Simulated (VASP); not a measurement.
Set up this calculation in VASP 6.6.1, as the native input.

```yaml
Task: single point
Functional: r2SCAN
Potentials_or_basis: VASP PAW PBE potentials, release 64 (Fe)
Cutoff: 520 eV
k_mesh: 25 × 25 × 25
Occupations: fermi-dirac, width 0.05 eV
Spin: collinear spin, ferromagnetic start
Starting_moments: "[2.804] μB"
Dipole_correction: no
Further_INCAR_settings: ALGO = Normal; EDIFF = 1e-06; NBANDS = 14
```

Crystal: Fe.

```
Fe
1.0
    -1.41517    1.41517    1.41517
     1.41517   -1.41517    1.41517
     1.41517    1.41517   -1.41517
Fe
1
Direct
  0.00000 0.00000 0.00000
```

This cell differs from its parent crystal: volume scaled by 0.96.

These files were run (other wordings do the same):

POSCAR

```
Fe
1.0
   -1.4151658276      1.4151658276      1.4151658276
    1.4151658276     -1.4151658276      1.4151658276
    1.4151658276      1.4151658276     -1.4151658276
Fe
1
Direct
    0.0000000000      0.0000000000      0.0000000000
```

INCAR.step1

```
ALGO = Normal
EDIFF = 1E-4
ENCUT = 520
GGA = PE
ISMEAR = -1
ISPIN = 2
LASPH = True
LCHARG = False
LMAXMIX = 4
LREAL = False
LWAVE = True
MAGMOM = 2.804
NBANDS = 14
NELM = 150
PREC = Accurate
SIGMA = 0.05
```

INCAR.step2

```
ALGO = Normal
EDIFF = 1E-6
ENCUT = 520
ISIF = 2
ISMEAR = -1
ISPIN = 2
ISTART = 1
LASPH = True
LCHARG = False
LMAXMIX = 4
LMIXTAU = True
LORBIT = 11
LREAL = False
LWAVE = False
MAGMOM = 2.804
METAGGA = R2SCAN
NBANDS = 14
NELM = 150
PREC = Accurate
SIGMA = 0.05
```

KPOINTS

```
k-points
0
Gamma
  25 25 25
```

Potentials or basis: VASP PAW PBE potentials, release 64 (Fe).

Run with:

```sh
$ cat potpaw_PBE.64/Fe/POTCAR > POTCAR
$ cp INCAR.step1 INCAR
$ mpirun -np 1 vasp_std > vasp.out
$ cp INCAR.step2 INCAR
$ mpirun -np 1 vasp_std > vasp.out
```

Results of the run:

```json
{
  "Pressure": "7.0 GPa",
  "Net moment": "2.61 μB per cell",
  "Site moments": "Fe +2.67 μB",
  "Valence electrons inside the program's atomic spheres": "Fe 7.28"
}
```

Caveat: the PAW data sets were made with another functional, which shifts forces and pressure a little.

It took 7 min on 1 thread of Intel(R) Xeon(R) Platinum 8259CL CPU @ 2.50GHz (Skylake/Cascade Lake), with other jobs on the host, peak memory 0.22 GiB.
